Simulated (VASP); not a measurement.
# SnSe (Imm2) in VASP: single point with LDA

Aim: the single point of SnSe with LDA.

Everything below comes from runs of VASP 6.6.1. Logs are shortened: lines on timing, memory, paths and dates and some standing lists are left out, and cuts for length are marked.

### 1 The cell of the first run

The structure is orthorhombic, space group Imm2 (No. 44). Conventional cell: a = 4.257 Å, b = 6.020 Å, c = 4.257 Å, α = 90.00°, β = 90.00°, γ = 90.00°. Within 3.8 Å of Sn (site symmetry mm2) lie 6 Se at 2.87 to 3.15 Å. Within 3.8 Å of Se (site symmetry mm2) lie 6 Sn at 2.87 to 3.15 Å.

### 2 Single point, LDA (atom 1 (Sn) moved by (-0.200, +0.000) A along [1 1 0] and z)

Contents of INCAR:

```
PREC = Accurate ; ENCUT = 520
EDIFF = 1E-7 ; ISMEAR = 0
SIGMA = 0.05 ; LREAL = F
LASPH = T ; NELM = 60
ALGO = Normal ; ISIF = 2
LWAVE = F ; LCHARG = T
GGA = CA ; LELF = T
LVHAR = T ; NBANDS = 17
```

Contents of KPOINTS:

```
regular mesh
0
Gamma
  8 8 8
```

Contents of POSCAR:

```
SnSe
1.0
    0.0000000000      3.0100000000      3.0100000000
    3.0100000000      0.0000000000      3.0100000000
    3.0100000000      3.0100000000      0.0000000000
Sn Se
1 1
Direct
    0.0000000000      0.0000000000     -0.0469838393
    0.5000000000      0.5000000000      0.5000000000
```

Potentials or basis: VASP PAW LDA potentials, release 64 (Sn_d, Se).

Command:

```
$ cat potpaw_LDA.64/Sn_d/POTCAR potpaw_LDA.64/Se/POTCAR > POTCAR
$ mpirun -np 1 vasp_std > vasp.out
```

OUTCAR:

```text
PREC = Accurate
   ENCUT = 520
   EDIFF = 1E-7
   ISMEAR = 0
   LREAL = F
   LASPH = T
   NELM = 60
   ISIF = 2
   GGA = CA

 ion  position               nearest neighbor table
   1  0.000  0.000  0.953-   2 2.87   2 2.87   2 3.02   2 3.02   2 3.15   2 3.15
   2  0.500  0.500  0.500-   1 2.87   1 2.87   1 3.02   1 3.02   1 3.15   1 3.15

  LATTYP: Found a face centered cubic cell.
 ALAT       =     6.0200000000

  Lattice vectors:

 A1 = (   0.0000000000,   3.0100000000,   3.0100000000)
 A2 = (   3.0100000000,   0.0000000000,   3.0100000000)
 A3 = (   3.0100000000,   3.0100000000,   0.0000000000)

Analysis of symmetry for initial positions (statically):
=====================================================================
 Subroutine PRICEL returns:
 Original cell was already a primitive cell.

 Routine SETGRP: Setting up the symmetry group for a
 face centered cubic supercell.

 Subroutine GETGRP returns: Found  4 space group operations
 (whereof  4 operations were pure point group operations)
 out of a pool of 48 trial point group operations.

The static configuration has the point symmetry C_2v.

Analysis of symmetry for dynamics (positions and initial velocities):
=====================================================================
 Subroutine PRICEL returns:
 Original cell was already a primitive cell.

 Routine SETGRP: Setting up the symmetry group for a
 face centered cubic supercell.

 Subroutine GETGRP returns: Found  4 space group operations
 (whereof  4 operations were pure point group operations)
 out of a pool of 48 trial point group operations.

The dynamic configuration has the point symmetry C_2v.

 Subroutine INISYM returns: Found  4 space group operations
 (whereof  4 operations are pure point group operations),
 and found     1 'primitive' translations

----------------------------------------------------------------------------------------

                                     Primitive cell

  volume of cell :      54.5418

  direct lattice vectors                    reciprocal lattice vectors
     0.000000000  3.010000000  3.010000000    -0.166112957  0.166112957  0.166112957
     3.010000000  0.000000000  3.010000000     0.166112957 -0.166112957  0.166112957
     3.010000000  3.010000000  0.000000000     0.166112957  0.166112957 -0.166112957

  length of vectors
     4.256782823  4.256782823  4.256782823     0.287716081  0.287716081  0.287716081

[... 79 lines left out ...]
   NELM   =     60;   NELMIN=  2; NELMDL= -5     # of ELM steps
   EDIFF  = 0.1E-06   stopping-criterion for ELM
   LREAL  =      F    real-space projection
   EDIFFG = 0.1E-05   stopping-criterion for IOM
   NSW    =      0    number of steps for IOM
   IBRION =     -1    ionic relax: 0-MD 1-quasi-New 2-CG
   NFREE  =      0    steps in history (QN), initial steepest desc. (CG)
   ISIF   =      2    stress and relaxation
   ISYM   =      2    0-nonsym 1-usesym 2-fastsym
   POTIM  = 0.5000    time-step for ionic-motion
   TEBEG  =    0.0;   TEEND  =   0.0 temperature during run
   PSTRESS=    0.0 pullay stress
   NELECT =      20.0000    total number of electrons
   NUPDOWN=      -1.0000    fix difference up-down
   EMIN   =  10.00;   EMAX   =-10.00  energy-range for DOS
   EFERMI =   0.00;   METHOD = LEGACY
   ISMEAR =     0;   SIGMA  =   0.05  broadening in eV -4-tet -1-fermi 0-gaus
   EFERMI_NEDOS =   21; number of points for ismear=-14 and -15
   IALGO  =     38    algorithm
   IMIX   =      4    mixing-type and parameters
     AMIX     =   0.40;   BMIX     =  1.00
     AMIX_MAG =   1.60;   BMIX_MAG =  1.00
  volume/ion in A,a.u.               =      27.27       184.03
  Fermi-wavevector in a.u.,A,eV,Ry     =   1.171768  2.214321 18.681350  1.373040
  Thomas-Fermi vector in A             =   2.308207
   LORBIT       =      0    0 simple, 1 ext, 2 COOP (PROOUT), +10 PAW based schemes
   GGA     = CA    functional components
   LHFCALC =     F    Hartree Fock is set to
   AEXX    =    0.0000 exact exchange contribution
   IVDW    =     0    specifies the selected vdW correction
   LEPSILON=     F    determine dielectric tensor
   LRPA    =     F    only Hartree local field effects (RPA)
 non-spin polarized calculation
 Gauss-broadening in eV      SIGMA  =   0.05
  energy-cutoff  :      520.00
  volume of cell :       54.54
 maximum number of plane-waves:      1480
   NGX = 15   NGY = 15   NGZ = 15

 number of electron      20.0000006 magnetization

 Free energy of the ion-electron system (eV)
  ---------------------------------------------------
  ext. energy  EPLUGINS =         0.00000000
  ---------------------------------------------------
  free energy    TOTEN  =        -9.47442580 eV

  energy without entropy =       -9.47442580  energy(sigma->0) =       -9.47442580

 E-fermi :   5.6665     XC(G=0):  -9.8749

 val. band max:        5.3770509182   @ k =   0.5000   0.0000   0.0000
 cond. band min:       5.9287484547   @ k =   0.5000   0.0000   0.0000
 fundamental gap:      0.5516975365
 Fermi energy:         5.6665484960

 k-point     1 :       0.0000    0.0000    0.0000
  band No.  band energies     occupation
      1     -16.0453      2.00000
      2     -16.0429      2.00000
      3     -16.0412      2.00000
      4     -16.0411      2.00000
      5     -16.0375      2.00000
      6      -8.4926      2.00000
[... 457 lines left out ...]
      4     -16.0296      2.00000
      5     -16.0273      2.00000
      6      -7.5672      2.00000
[... 9 lines left out ...]
     16      14.8373      0.00000
     17      16.1398      0.00000

 [... further k-points ...]

------------------------ aborting loop because EDIFF is reached ----------------------------------------

  FORCE on cell =-STRESS in cart. coord.  units (eV):
  Direction    XX          YY          ZZ          XY          YZ          ZX
  --------------------------------------------------------------------------------------
  -------------------------------------------------------------------------------------
  Total       -0.8586245     -0.8586245     -1.0424146      0.0963493      0.0000000      0.0000000
  in kB      -25.2222834    -25.2222834    -30.6211570      2.8302823      0.0000000      0.0000000
  external PRESSURE =     -27.0219080 kB  Pullay stress =       0.0000000 kB

 VOLUME and BASIS-vectors are now :
 -----------------------------------------------------------------------------
  energy-cutoff  :      520.00
  volume of cell :       54.54
      direct lattice vectors                 reciprocal lattice vectors
     0.000000000  3.010000000  3.010000000    -0.166112957  0.166112957  0.166112957
     3.010000000  0.000000000  3.010000000     0.166112957 -0.166112957  0.166112957
     3.010000000  3.010000000  0.000000000     0.166112957  0.166112957 -0.166112957

 POSITION                                       TOTAL-FORCE (eV/Angst)
 -----------------------------------------------------------------------------------
      2.86858      2.86858      0.00000         0.036508      0.036508     -0.000000
      3.01000      3.01000      3.01000        -0.036508     -0.036508      0.000000
 -----------------------------------------------------------------------------------
    total drift:                               -0.000122     -0.000122     -0.000000

  FREE ENERGIE OF THE ION-ELECTRON SYSTEM (eV)
  ---------------------------------------------------
  free  energy   TOTEN  =        -9.4744258023 eV

  energy  without entropy=       -9.4744258023  energy(sigma->0) =       -9.47442580
```

stdout:

```text
POSCAR found type information on POSCAR SnSe
 POSCAR found :  2 types and       2 ions
 scaLAPACK will be used
 LDA part: xc-table for (Slater(with rela. corr.)+CA(PZ))
 , standard interpolation
 POSCAR, INCAR and KPOINTS ok, starting setup
 FFT: planning ... GRIDC
 FFT: planning ... GRID_SOFT
 FFT: planning ... GRID
 WAVECAR not read
 entering main loop
```

Wall time 90 s (1 thread of AMD EPYC 7R13, shared host); peak memory 0.19 GiB.

What came out:

- Free energy: -9.4744 eV
- Pressure: -2.7 GPa
- Largest force: 0.052 eV/Å
- Band gap on the k mesh: 0.55 eV, direct

Forces in eV/Å, atoms in the order of the input:
```
Sn   0.037  0.037  0.000
Se  -0.037 -0.037  0.000
```

Caveat: the cell differs from its parent crystal (atom 1 (Sn) moved by (-0.200, +0.000) A along [1 1 0] and z); spin-orbit coupling is left out, which moves the levels of the heavy elements.
